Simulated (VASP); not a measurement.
# Sb in VASP: single point with revPBE+D3(BJ)

Aim: the single point of Sb with revPBE+D3(BJ).

Everything below comes from runs of VASP 6.6.1. Logs are shortened: lines on timing, memory, paths and dates and some standing lists are left out, and cuts for length are marked.

## 1. The cell of the first run

The cell holds a sheet with vacuum, 2 atoms: a = 4.059 Å, b = 4.059 Å, c = 27.100 Å, α = 90.00°, β = 90.00°, γ = 120.00°.

## 2. Single point, revPBE+D3(BJ)

The input, INCAR:

```
PREC = Accurate
ENCUT = 400
EDIFF = 1E-6
ISMEAR = 0
SIGMA = 0.03
LREAL = False
LASPH = True
NELM = 120
ALGO = Normal
ISIF = 2
LWAVE = False
LCHARG = True
LDIPOL = True
IDIPOL = 3
DIPOL = 0.5 0.5 0.289
GGA = RE
IVDW = 12
LELF = True
LVHAR = True
LVACPOTAV = True
NBANDS = 22
GGA_COMPAT = False
NELMDL = -8
```

The input, KPOINTS:

```
regular mesh
0
Gamma
  12 12 1
```

The input, POSCAR:

```
Sb
1.0
    4.0587742759      0.0000000000      0.0000000000
   -2.0293871379      3.5150016312      0.0000000000
    0.0000000000      0.0000000000     27.1000000030
Sb
2
Direct
    0.3333333333      0.6666666667      0.2580857519
    0.6666666667      0.3333333333      0.3194050230
```

Potentials or basis: VASP PAW PBE potentials, release 64 (Sb_d_GW).

On the command line:

```console
> cat potpaw_PBE.64/Sb_d_GW/POTCAR > POTCAR
> mpirun -np 1 vasp_std > vasp.out
```

OUTCAR:

```text
PREC = Accurate
   ENCUT = 400
   EDIFF = 1E-6
   ISMEAR = 0
   LREAL = False
   LASPH = True
   NELM = 120
   ISIF = 2
   GGA = RE
   IVDW = 12
   NELMDL = -8
 IVDW          = 12

 ion  position               nearest neighbor table
   1  0.333  0.667  0.258-   2 2.87   2 2.87   2 2.87
   2  0.667  0.333  0.319-   1 2.87   1 2.87   1 2.87

  LATTYP: Found a hexagonal cell.
 ALAT       =     4.0587742759
 C/A-ratio  =     6.6768926185

  Lattice vectors:

 A1 = (   4.0587742759,   0.0000000000,   0.0000000000)
 A2 = (  -2.0293871379,   3.5150016312,   0.0000000000)
 A3 = (   0.0000000000,   0.0000000000,  27.1000000030)

Analysis of symmetry for initial positions (statically):
=====================================================================
 Subroutine PRICEL returns:
 Original cell was already a primitive cell.

 Routine SETGRP: Setting up the symmetry group for a
 hexagonal supercell.

 Subroutine GETGRP returns: Found 12 space group operations
 (whereof  6 operations were pure point group operations)
 out of a pool of 24 trial point group operations.

The static configuration has the point symmetry C_3v.
 The point group associated with its full space group is D_3d.

Analysis of symmetry for dynamics (positions and initial velocities):
=====================================================================
 Subroutine PRICEL returns:
 Original cell was already a primitive cell.

 Routine SETGRP: Setting up the symmetry group for a
 hexagonal supercell.

 Subroutine GETGRP returns: Found 12 space group operations
 (whereof  6 operations were pure point group operations)
 out of a pool of 24 trial point group operations.

The dynamic configuration has the point symmetry C_3v.
 The point group associated with its full space group is D_3d.

 Subroutine INISYM returns: Found 12 space group operations
 (whereof  6 operations are pure point group operations),
 and found     1 'primitive' translations

----------------------------------------------------------------------------------------

                                     Primitive cell

  volume of cell :     386.6248

  direct lattice vectors                    reciprocal lattice vectors
     4.058774276  0.000000000  0.000000000     0.246379801  0.142247445  0.000000000
    -2.029387138  3.515001631  0.000000000     0.000000000  0.284494889  0.000000000
     0.000000000  0.000000000 27.100000003     0.000000000  0.000000000  0.036900369

  length of vectors
     4.058774276  4.058774276 27.100000003     0.284494889  0.284494889  0.036900369

  position of ions in fractional coordinates (direct lattice)
     0.333333333  0.666666667  0.258085752
     0.666666667  0.333333333  0.319405023

  ion indices of the primitive-cell ions
   primitive index   ion index
                 1           1
                 2           2

----------------------------------------------------------------------------------------

 KPOINTS: regular mesh

Automatic generation of k-mesh.
 Grid dimensions read from file:
 generate k-points for:   12   12    1

 Generating k-lattice:

  Cartesian coordinates                     Fractional coordinates (reciprocal lattice)
     0.020531650  0.011853954  0.000000000     0.083333333  0.000000000  0.000000000
     0.000000000  0.023707907  0.000000000     0.000000000  0.083333333  0.000000000
     0.000000000  0.000000000  0.036900369     0.000000000  0.000000000  1.000000000

  Length of vectors
     0.023707907  0.023707907  0.036900369

  Shift w.r.t. Gamma in fractional coordinates (k-lattice)
     0.000000000  0.000000000  0.000000000

 Subroutine IBZKPT returns following result:
 ===========================================

 Found     19 irreducible k-points:

 Following reciprocal coordinates:
            Coordinates               Weight
  0.000000  0.000000  0.000000      1.000000
  0.083333 -0.000000  0.000000      6.000000
  0.166667 -0.000000  0.000000      6.000000
  0.250000  0.000000  0.000000      6.000000
  0.333333 -0.000000  0.000000      6.000000
  0.416667 -0.000000  0.000000      6.000000
[... 11 lines left out ...]
  0.333333  0.250000  0.000000     12.000000
  0.333333  0.333333  0.000000      2.000000
   k-points           NKPTS =     19   k-points in BZ     NKDIM =     19   number of bands    NBANDS=     22
   number of dos      NEDOS =    301   number of ions     NIONS =      2
   total plane-waves  NPLWV = 141120
   dimension x,y,z NGX =    28 NGY =   28 NGZ =  180
   dimension x,y,z NGXF=    56 NGYF=   56 NGZF=  360
   ions per type =               2
   NGX,Y,Z   is equivalent  to a cutoff of  11.47, 11.47, 11.04 a.u.
   NGXF,Y,Z  is equivalent  to a cutoff of  22.94, 22.94, 22.08 a.u.
 SYSTEM =  unknown system
   PREC   = accura    normal or accurate (medium, high low for compatibility)
   ISTART =      0    job   : 0-new  1-cont  2-samecut
   ICHARG =      2    charge: 1-file 2-atom 10-const
   ISPIN  =      1    spin polarized calculation?
   LNONCOLLINEAR =      F non collinear calculations
   LSORBIT =      F    spin-orbit coupling
   LASPH  =      T    aspherical Exc in radial PAW
   ENCUT  =  400.0 eV  29.40 Ry    5.42 a.u.   6.62  6.62 44.19*2*pi/ulx,y,z
   NELM   =    120;   NELMIN=  2; NELMDL= -8     # of ELM steps
   EDIFF  = 0.1E-05   stopping-criterion for ELM
   LREAL  =      F    real-space projection
[... 7 lines left out ...]
   TEBEG  =    0.0;   TEEND  =   0.0 temperature during run
   PSTRESS=    0.0 pullay stress
   NELECT =      30.0000    total number of electrons
   NUPDOWN=      -1.0000    fix difference up-down
   EMIN   =  10.00;   EMAX   =-10.00  energy-range for DOS
   EFERMI =   0.00;   METHOD = LEGACY
   ISMEAR =     0;   SIGMA  =   0.03  broadening in eV -4-tet -1-fermi 0-gaus
   EFERMI_NEDOS =   21; number of points for ismear=-14 and -15
   IALGO  =     38    algorithm
   IMIX   =      4    mixing-type and parameters
     AMIX     =   0.40;   BMIX     =  1.00
     AMIX_MAG =   1.60;   BMIX_MAG =  1.00
  volume/ion in A,a.u.               =     193.31      1304.54
  Fermi-wavevector in a.u.,A,eV,Ry     =   0.698262  1.319525  6.633798  0.487570
  Thomas-Fermi vector in A             =   1.781818
   LORBIT       =      0    0 simple, 1 ext, 2 COOP (PROOUT), +10 PAW based schemes
   GGA     = RE    functional components
   LHFCALC =     F    Hartree Fock is set to
   AEXX    =    0.0000 exact exchange contribution
   IVDW    =    12    specifies the selected vdW correction
   LEPSILON=     F    determine dielectric tensor
   LRPA    =     F    only Hartree local field effects (RPA)
 non-spin polarized calculation
 Gauss-broadening in eV      SIGMA  =   0.03
  energy-cutoff  :      400.00
  volume of cell :      386.62
 maximum number of plane-waves:      7097
 NGX is ok and might be reduce to    28
   NGX = 13   NGY = 13   NGZ = 89

 dipolmoment           0.000000      0.000000      0.000002 electrons x Angstroem

 number of electron      29.9999967 magnetization

 dipolmoment           0.000000      0.000000     -0.000001 electrons x Angstroem

 Free energy of the ion-electron system (eV)
  ---------------------------------------------------
  ext. energy  EPLUGINS =         0.00000000
  ---------------------------------------------------
  free energy    TOTEN  =        -7.66213164 eV

  energy without entropy =       -7.66213164  energy(sigma->0) =       -7.66213164

 E-fermi :  -2.8605     XC(G=0):  -2.0970

 val. band max:       -3.0779157051   @ k =   0.0000   0.0000   0.0000
 cond. band min:      -1.9047792149   @ k =   0.3333  -0.0000   0.0000
 fundamental gap:      1.1731364902
 Fermi energy:        -2.8604916376

 k-point     1 :       0.0000    0.0000    0.0000
  band No.  band energies     occupation
      1     -31.8161      2.00000
      2     -31.8161      2.00000
      3     -31.7421      2.00000
      4     -31.7421      2.00000
      5     -31.6968      2.00000
      6     -31.6316      2.00000
[... 14 lines left out ...]
     21       1.5783      0.00000
     22       1.8330      0.00000

 k-point     2 :       0.0833   -0.0000    0.0000
  band No.  band energies     occupation
      1     -31.8155      2.00000
      2     -31.8124      2.00000
      3     -31.7417      2.00000
      4     -31.7398      2.00000
      5     -31.6957      2.00000
      6     -31.6332      2.00000
[... 14 lines left out ...]
     21       1.6630      0.00000
     22       1.9213      0.00000

 k-point     3 :       0.1667   -0.0000    0.0000
  band No.  band energies     occupation
      1     -31.8140      2.00000
      2     -31.8018      2.00000
      3     -31.7404      2.00000
      4     -31.7331      2.00000
      5     -31.6921      2.00000
      6     -31.6379      2.00000
[... 14 lines left out ...]
     21       1.9104      0.00000
     22       2.1730      0.00000

 k-point     4 :       0.2500    0.0000    0.0000
  band No.  band energies     occupation
      1     -31.8119      2.00000
      2     -31.7857      2.00000
      3     -31.7384      2.00000
      4     -31.7227      2.00000
      5     -31.6861      2.00000
      6     -31.6453      2.00000
[... 14 lines left out ...]
     21       2.3122      0.00000
     22       2.5563      0.00000

 k-point     5 :       0.3333   -0.0000    0.0000
  band No.  band energies     occupation
      1     -31.8097      2.00000
      2     -31.7677      2.00000
      3     -31.7338      2.00000
      4     -31.7098      2.00000
      5     -31.6786      2.00000
      6     -31.6554      2.00000
[... 292 lines left out ...]
 k-point    17 :       0.2500    0.2500    0.0000
  band No.  band energies     occupation
      1     -31.8083      2.00000
      2     -31.7386      2.00000
      3     -31.7254      2.00000
      4     -31.7016      2.00000
      5     -31.6785      2.00000
      6     -31.6641      2.00000
[... 14 lines left out ...]
     21       3.5532      0.00000
     22       3.7695      0.00000

 k-point    18 :       0.3333    0.2500    0.0000
  band No.  band energies     occupation
      1     -31.8076      2.00000
      2     -31.7287      2.00000
      3     -31.7134      2.00000
      4     -31.6954      2.00000
      5     -31.6880      2.00000
      6     -31.6613      2.00000
[... 14 lines left out ...]
     21       3.8427      0.00000
     22       4.3563      0.00000

 k-point    19 :       0.3333    0.3333    0.0000
  band No.  band energies     occupation
      1     -31.8075      2.00000
      2     -31.7121      2.00000
      3     -31.7121      2.00000
      4     -31.7117      2.00000
      5     -31.6733      2.00000
      6     -31.6733      2.00000
[... 14 lines left out ...]
     21       4.3015      0.00000
     22       4.8308      0.00000

------------------------ aborting loop because EDIFF is reached ----------------------------------------

 Edisp (eV)   -0.92195

 E8    (eV) :    -0.6876

  FORCE on cell =-STRESS in cart. coord.  units (eV):
  Direction    XX          YY          ZZ          XY          YZ          ZX
  --------------------------------------------------------------------------------------
  -------------------------------------------------------------------------------------
  Total      -0.14005    -0.14005    -0.13446    -0.00000    -0.00000     0.00000
  in kB      -0.58035    -0.58035    -0.55722    -0.00000    -0.00000     0.00000
  external pressure =       -0.57 kB  Pullay stress =        0.00 kB

 VOLUME and BASIS-vectors are now :
 -----------------------------------------------------------------------------
  energy-cutoff  :      400.00
  volume of cell :      386.62
      direct lattice vectors                 reciprocal lattice vectors
     4.058774276  0.000000000  0.000000000     0.246379801  0.142247445  0.000000000
    -2.029387138  3.515001631  0.000000000     0.000000000  0.284494889  0.000000000
     0.000000000  0.000000000 27.100000003     0.000000000  0.000000000  0.036900369

 POSITION                                       TOTAL-FORCE (eV/Angst)
 -----------------------------------------------------------------------------------
     -0.00000      2.34333      6.99412         0.000000     -0.000000      0.000764
      2.02939      1.17167      8.65588        -0.000000      0.000000     -0.000764
 -----------------------------------------------------------------------------------
    total drift:                               -0.000000     -0.000000      0.000100

  FREE ENERGIE OF THE ION-ELECTRON SYSTEM (eV)
  ---------------------------------------------------
  free  energy   TOTEN  =        -8.5840863716 eV

  energy  without entropy=       -8.5840863716  energy(sigma->0) =       -8.58408637

 vacuum level on the upper side and lower side of the slab         1.472         1.473
```

Wall time 3.8 min (1 thread of Intel Xeon Platinum 8259CL at 2.50GHz (Skylake/Cascade Lake), shared host); peak memory 0.43 GiB.

Results:

```yaml
Free_energy: -8.5841 eV
Band_gap_on_the_k_mesh: 1.17 eV (least direct gap 1.72 eV)
Dispersion_energy_per_atom: -0.461 eV
```

Caveat: the PAW data sets were made with another functional, which shifts forces and pressure a little; spin-orbit coupling is left out, which moves the levels of the heavy elements.
